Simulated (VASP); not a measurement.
# SnO2 (I4_1/amd) in VASP: single point with PBE

Aim: the single point of SnO2 with PBE.

Everything below comes from runs of VASP 6.6.1. Logs are shortened: lines on timing, memory, paths and dates and some standing lists are left out, and cuts for length are marked.

## 1. The cell of the first run

It takes space group I4_1/amd (No. 141, tetragonal). Conventional cell: a = 4.000 Å, b = 4.000 Å, c = 10.247 Å, α = 90.00°, β = 90.00°, γ = 90.00°. Sn (site symmetry -4m2) has 6 O at 2.06 to 2.09 Å within 2.7 Å. O (site symmetry 2mm) has 3 Sn at 2.06 to 2.09 Å and 2 O at 2.57 Å within 2.7 Å.

## 2. Single point, PBE

INCAR reads:

```
SYSTEM = SnO2
ALGO     = Normal         ! electronic algorithm
EDIFF    = 1E-6           ! SCF threshold, eV
ENCUT    = 520            ! plane-wave cutoff, eV
GGA      = PE             ! functional
ISIF     = 2              ! what is computed and relaxed
ISMEAR   = 0              ! smearing method
ISYM     = 0            
LASPH    = .TRUE.         ! aspherical terms in the spheres
LCHARG   = .TRUE.         ! write CHGCAR
LELF     = .TRUE.         ! ELF
LREAL    = Auto         
LVHAR    = .TRUE.       
LWAVE    = .FALSE.        ! write WAVECAR
NBANDS   = 93             ! bands
NELM     = 100            ! most SCF steps
PREC     = Accurate       ! precision mode
SIGMA    = 0.1            ! smearing width, eV
```

KPOINTS reads:

```
Automatic mesh
0
Gamma
  2 2 2
  0.5 0.5 0.5
```

POSCAR reads:

```
SnO2
1.0
   -4.0001372224     -4.0001372224      0.0000000000
   -2.0000686112     -2.0000686112      5.1236788559
   -8.0002744448      4.0001372224      0.0000000000
Sn O
6 12
Direct
    0.0833333333      0.5000000000      0.8333333333
    0.7500000000      0.5000000000      0.5000000000
    0.4166666667      0.5000000000      0.1666666667
    0.6666666667      0.0000000000      0.6666666667
    0.3333333333      0.0000000000      0.3333333333
    0.0000000000      0.0000000000      0.0000000000
    0.8701440767      0.5930451800      0.6666666667
    0.5368107433      0.5930451800      0.3333333333
    0.2034774100      0.5930451800      1.0000000000
    0.8798559233      0.9069548200      0.8333333333
    0.5465225900      0.9069548200      0.5000000000
    0.2131892567      0.9069548200      0.1666666667
    0.4631892567      0.4069548200      0.6666666667
    0.1298559233      0.4069548200      0.3333333333
    0.7965225900      0.4069548200      1.0000000000
    0.2868107433      0.0930451800      0.8333333333
    0.9534774100      0.0930451800      0.5000000000
    0.6201440767      0.0930451800      0.1666666667
```

Potentials or basis: VASP PAW PBE potentials, release 64 (Sn_d, O).

Command:

```console
cat potpaw_PBE.64/Sn_d/POTCAR potpaw_PBE.64/O/POTCAR > POTCAR
mpirun -np 1 vasp_std > vasp.out
```

OUTCAR:

```text
SYSTEM = SnO2
   EDIFF = 1E-6
   ENCUT = 520
   GGA = PE
   ISIF = 2
   ISMEAR = 0
   ISYM = 0
   LASPH = .TRUE.
   LREAL = Auto
   NELM = 100
   PREC = Accurate

 ion  position               nearest neighbor table
   1  0.083  0.500  0.833-   7 2.06  15 2.06  13 2.06   9 2.06  10 2.09  16 2.09   4 3.25   4 3.25
                             6 3.25   6 3.25
   2  0.750  0.500  0.500-  13 2.06  14 2.06   7 2.06   8 2.06  11 2.09  17 2.09   5 3.25   4 3.25
                             5 3.25   4 3.25
   3  0.417  0.500  0.167-   8 2.06  14 2.06  15 2.06   9 2.06  12 2.09  18 2.09   5 3.25   6 3.25
                             5 3.25   6 3.25
   4  0.667  0.000  0.667-  10 2.06  17 2.06  16 2.06  11 2.06   7 2.09  13 2.09   1 3.25   2 3.25
                             1 3.25   2 3.25
   5  0.333  0.000  0.333-  12 2.06  18 2.06  17 2.06  11 2.06   8 2.09  14 2.09   3 3.25   3 3.25
                             2 3.25   2 3.25
   6  0.000  0.000  0.000-  16 2.06  18 2.06  10 2.06  12 2.06   9 2.09  15 2.09   1 3.25   3 3.25
                             3 3.25   1 3.25
   7  0.870  0.593  0.667-   1 2.06   2 2.06   4 2.09
   8  0.537  0.593  0.333-   3 2.06   2 2.06   5 2.09
   9  0.203  0.593  0.000-   1 2.06   3 2.06   6 2.09
  10  0.880  0.907  0.833-   4 2.06   6 2.06   1 2.09
  11  0.547  0.907  0.500-   4 2.06   5 2.06   2 2.09
  12  0.213  0.907  0.167-   5 2.06   6 2.06   3 2.09
  13  0.463  0.407  0.667-   1 2.06   2 2.06   4 2.09
  14  0.130  0.407  0.333-   3 2.06   2 2.06   5 2.09
  15  0.797  0.407  0.000-   1 2.06   3 2.06   6 2.09
  16  0.287  0.093  0.833-   4 2.06   6 2.06   1 2.09
  17  0.953  0.093  0.500-   4 2.06   5 2.06   2 2.09
  18  0.620  0.093  0.167-   5 2.06   6 2.06   3 2.09

IMPORTANT INFORMATION: All symmetrisations will be switched off!
NOSYMM: (Re-)initialisation of all symmetry stuff for point group C_1.

----------------------------------------------------------------------------------------

                                     Primitive cell

  volume of cell :     245.9535

  direct lattice vectors                    reciprocal lattice vectors
    -4.000137222 -4.000137222  0.000000000    -0.083330475 -0.166660949 -0.097586132
    -2.000068611 -2.000068611  5.123678856     0.000000000  0.000000000  0.195172264
    -8.000274445  4.000137222  0.000000000    -0.083330475  0.083330475  0.000000000

  length of vectors
     5.657048311  5.852574982  8.944578749     0.210339947  0.195172264  0.117847087

  position of ions in fractional coordinates (direct lattice)
     0.083333333  0.500000000  0.833333333
     0.750000000  0.500000000  0.500000000
     0.416666667  0.500000000  0.166666667
     0.666666667  0.000000000  0.666666667
     0.333333333  0.000000000  0.333333333
     0.000000000  0.000000000  0.000000000
[... 10 lines left out ...]
     0.953477410  0.093045180  0.500000000
     0.620144077  0.093045180  0.166666667

  ion indices of the primitive-cell ions
   primitive index   ion index
                 1           1
                 2           2
                 3           3
                 4           4
                 5           5
                 6           6
[... 10 lines left out ...]
                17          17
                18          18

----------------------------------------------------------------------------------------

 KPOINTS: Automatic mesh

Automatic generation of k-mesh.
 Grid dimensions read from file:
 generate k-points for:    2    2    2

 Generating k-lattice:

  Cartesian coordinates                     Fractional coordinates (reciprocal lattice)
    -0.041665237 -0.083330475 -0.048793066     0.500000000  0.000000000  0.000000000
     0.000000000  0.000000000  0.097586132     0.000000000  0.500000000  0.000000000
    -0.041665237  0.041665237  0.000000000     0.000000000  0.000000000  0.500000000

  Length of vectors
     0.105169973  0.097586132  0.058923544

  Shift w.r.t. Gamma in fractional coordinates (k-lattice)
     0.500000000  0.500000000  0.500000000

 Subroutine IBZKPT returns following result:
 ===========================================

 Found     16 irreducible k-points:

 Following reciprocal coordinates:
            Coordinates               Weight
  0.250000  0.250000  0.250000      2.000000
  0.250000  0.000000  0.000000      2.000000
 -0.250000 -0.000000 -0.250000      2.000000
 -0.250000 -0.250000  0.000000      2.000000
 -0.250000  0.250000  0.250000      2.000000
 -0.250000  0.500000  0.500000      2.000000
[... 8 lines left out ...]
  0.250000  0.000000 -0.250000      2.000000
  0.250000  0.250000  0.500000      2.000000
   k-points           NKPTS =     16   k-points in BZ     NKDIM =     16   number of bands    NBANDS=     93
   number of dos      NEDOS =    301   number of ions     NIONS =     18
   total plane-waves  NPLWV = 141120
   dimension x,y,z NGX =    42 NGY =   48 NGZ =   70
   dimension x,y,z NGXF=    84 NGYF=   96 NGZF=  140
   ions per type =               6  12
   NGX,Y,Z   is equivalent  to a cutoff of  12.34, 13.63, 13.01 a.u.
   NGXF,Y,Z  is equivalent  to a cutoff of  24.69, 27.27, 26.02 a.u.
 SYSTEM =  SnO2
   PREC   = accura    normal or accurate (medium, high low for compatibility)
   ISTART =      0    job   : 0-new  1-cont  2-samecut
   ICHARG =      2    charge: 1-file 2-atom 10-const
   ISPIN  =      1    spin polarized calculation?
   LNONCOLLINEAR =      F non collinear calculations
   LSORBIT =      F    spin-orbit coupling
   LASPH  =      T    aspherical Exc in radial PAW
   ENCUT  =  520.0 eV  38.22 Ry    6.18 a.u.  10.52 10.88 16.63*2*pi/ulx,y,z
   NELM   =    100;   NELMIN=  2; NELMDL= -5     # of ELM steps
   EDIFF  = 0.1E-05   stopping-criterion for ELM
   LREAL  =      T    real-space projection
   EDIFFG = 0.1E-04   stopping-criterion for IOM
   NSW    =      0    number of steps for IOM
   IBRION =     -1    ionic relax: 0-MD 1-quasi-New 2-CG
   NFREE  =      0    steps in history (QN), initial steepest desc. (CG)
   ISIF   =      2    stress and relaxation
   ISYM   =      0    0-nonsym 1-usesym 2-fastsym
   POTIM  = 0.5000    time-step for ionic-motion
   TEBEG  =    0.0;   TEEND  =   0.0 temperature during run
   PSTRESS=    0.0 pullay stress
   NELECT =     156.0000    total number of electrons
   NUPDOWN=      -1.0000    fix difference up-down
   EMIN   =  10.00;   EMAX   =-10.00  energy-range for DOS
   EFERMI =   0.00;   METHOD = LEGACY
   ISMEAR =     0;   SIGMA  =   0.10  broadening in eV -4-tet -1-fermi 0-gaus
   EFERMI_NEDOS =   21; number of points for ismear=-14 and -15
   IALGO  =     38    algorithm
   IMIX   =      4    mixing-type and parameters
     AMIX     =   0.40;   BMIX     =  1.00
     AMIX_MAG =   1.60;   BMIX_MAG =  1.00
  volume/ion in A,a.u.               =      13.66        92.21
  Fermi-wavevector in a.u.,A,eV,Ry     =   1.406583  2.658057 26.918799  1.978476
  Thomas-Fermi vector in A             =   2.528929
   LORBIT       =      0    0 simple, 1 ext, 2 COOP (PROOUT), +10 PAW based schemes
   GGA     = PE    functional components
   LHFCALC =     F    Hartree Fock is set to
   AEXX    =    0.0000 exact exchange contribution
   IVDW    =     0    specifies the selected vdW correction
   LEPSILON=     F    determine dielectric tensor
   LRPA    =     F    only Hartree local field effects (RPA)
 non-spin polarized calculation
 Gauss-broadening in eV      SIGMA  =   0.10
  energy-cutoff  :      520.00
  volume of cell :      245.95
 maximum number of plane-waves:      6643
 NGX is ok and might be reduce to    42
   NGX = 21   NGY = 21   NGZ = 33

 number of electron     155.9999993 magnetization

 Free energy of the ion-electron system (eV)
  ---------------------------------------------------
  ext. energy  EPLUGINS =         0.00000000
  ---------------------------------------------------
  free energy    TOTEN  =      -110.74058327 eV

  energy without entropy =     -110.74058327  energy(sigma->0) =     -110.74058327

 E-fermi :   4.4801     XC(G=0): -10.2906

 val. band max:        4.0217980631   @ k =   0.2500  -0.2500   0.5000
 cond. band min:       6.9396715203   @ k =  -0.2500  -0.2500   0.0000
 fundamental gap:      2.9178734572
 Fermi energy:         4.4800887081

 k-point     1 :       0.2500    0.2500    0.2500
  band No.  band energies     occupation
      1     -16.3957      2.00000
      2     -16.2976      2.00000
      3     -16.2295      2.00000
      4     -16.2018      2.00000
      5     -16.1458      2.00000
      6     -16.0517      2.00000
[... 82 lines left out ...]
     89      12.8387      0.00000
     90      13.5440      0.00000

 k-point     2 :       0.2500    0.0000    0.0000
  band No.  band energies     occupation
      1     -16.3957      2.00000
      2     -16.2976      2.00000
      3     -16.2295      2.00000
      4     -16.2018      2.00000
      5     -16.1458      2.00000
      6     -16.0517      2.00000
[... 1291 lines left out ...]
     89      13.0729      0.00000
     90      13.2871      0.00000

 k-point    16 :       0.2500    0.2500    0.5000
  band No.  band energies     occupation
      1     -16.3816      2.00000
      2     -16.3498      2.00000
      3     -16.1925      2.00000
      4     -16.1593      2.00000
      5     -16.1352      2.00000
      6     -16.0634      2.00000
[... 82 lines left out ...]
     89      13.0729      0.00000
     90      13.2871      0.00000
 [bands above 90 left out]

------------------------ aborting loop because EDIFF is reached ----------------------------------------

  FORCE on cell =-STRESS in cart. coord.  units (eV):
  Direction    XX          YY          ZZ          XY          YZ          ZX
  --------------------------------------------------------------------------------------
  -------------------------------------------------------------------------------------
  Total       10.0517071     10.0456415      9.7846448     -0.0517021      0.0029633      0.0077249
  in kB       65.4783115     65.4387995     63.7386279     -0.3367950      0.0193032      0.0503210
  external PRESSURE =      64.8852463 kB  Pullay stress =       0.0000000 kB

 VOLUME and BASIS-vectors are now :
 -----------------------------------------------------------------------------
  energy-cutoff  :      520.00
  volume of cell :      245.95
      direct lattice vectors                 reciprocal lattice vectors
    -4.000137222 -4.000137222  0.000000000    -0.083330475 -0.166660949 -0.097586132
    -2.000068611 -2.000068611  5.123678856     0.000000000  0.000000000  0.195172264
    -8.000274445  4.000137222  0.000000000    -0.083330475  0.083330475  0.000000000

 POSITION                                       TOTAL-FORCE (eV/Angst)
 -----------------------------------------------------------------------------------
     -8.00027      2.00007      2.56184         0.002962     -0.000369     -0.001314
     -8.00027     -2.00007      2.56184        -0.005465     -0.004007      0.002552
     -4.00014     -2.00007      2.56184         0.006753      0.006102      0.002893
     -8.00027      0.00000      0.00000         0.010632      0.000858     -0.000353
     -4.00014      0.00000      0.00000        -0.006478      0.000857     -0.001272
      0.00000      0.00000      0.00000        -0.003711      0.000383      0.001702
[... 10 lines left out ...]
     -8.00027     -2.00007      0.47673        -0.000687     -0.000584     -0.073589
     -4.00014     -2.00007      0.47673        -0.002464     -0.002794     -0.071635
 -----------------------------------------------------------------------------------
    total drift:                                0.007444      0.005838      0.007728

  FREE ENERGIE OF THE ION-ELECTRON SYSTEM (eV)
  ---------------------------------------------------
  free  energy   TOTEN  =      -110.7405832657 eV

  energy  without entropy=     -110.7405832657  energy(sigma->0) =     -110.74058327
```

It took 6.3 min on 1 thread of Intel Xeon 6975P-C (Granite Rapids), shared host; peak memory 0.48 GiB.

What came out:

* Free energy: -110.7406 eV
* Pressure: 6.5 GPa
* Largest force: 0.075 eV/Å
* Band gap on the k mesh: 2.92 eV

Forces in eV/Å, atoms in the order of the input:
```
Sn   0.003  0.000 -0.001
Sn  -0.005 -0.004  0.003
Sn   0.007  0.006  0.003
Sn   0.011  0.001  0.000
Sn  -0.006  0.001 -0.001
Sn  -0.004  0.000  0.002
O    0.001 -0.001 -0.074
O   -0.004  0.000 -0.071
O    0.000  0.000 -0.075
O    0.002  0.002  0.071
O    0.000  0.000  0.073
O   -0.003 -0.002  0.073
O    0.003 -0.001  0.070
O   -0.002  0.000  0.073
O    0.000 -0.001  0.075
O    0.002  0.002 -0.073
O   -0.001 -0.001 -0.074
O   -0.002 -0.003 -0.072
```

Stress tensor (GPa, compression positive):
```
 6.55 -0.03  0.01
-0.03  6.54  0.00
 0.01  0.00  6.37
```

Caveat: the k points lie up to 0.66 Å⁻¹ apart; spin-orbit coupling is left out, which moves the levels of the heavy elements. A k mesh can miss the band edges.
